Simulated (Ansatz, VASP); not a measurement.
## Two plane-wave programs on InSb

```
CELL_PARAMETERS angstrom
0.00000 3.25993 3.25993
3.25993 0.00000 3.25993
3.25993 3.25993 0.00000
ATOMIC_POSITIONS crystal
In 0.00000 0.00000 0.00000
Sb 0.25000 0.25000 0.25000
```

Alike in both runs: task single point; functional LDA; k mesh 12 × 12 × 12; occupations gaussian, width 0.1 eV; no spin polarisation.

|  | VASP | Ansatz |
| --- | --- | --- |
| version | VASP 6.6.1 | Ansatz 0.2.0 |
| potentials or method | VASP PAW LDA potentials, release 64 (In_d, Sb), cutoff 520 eV | scalar-relativistic, plane waves, PAW |
| valence electrons in the cell | 18 | 28 |

```tsv
	VASP	Ansatz	Ansatz less VASP
gap on the k mesh at the Fermi level (eV)	none	none	-
pressure (GPa)	-1.3	-1.4	-0.07
```

LDA's correlation is that of Perdew and Zunger in VASP and of Perdew and Wang (1992) in Ansatz. A gap of «none» marks a metal or a gap that the smearing closes. VASP's potentials hold 18 valence electrons a cell and Ansatz's 28, so a difference there can come from the potentials and not from the codes.

Neither program's run includes spin-orbit coupling.
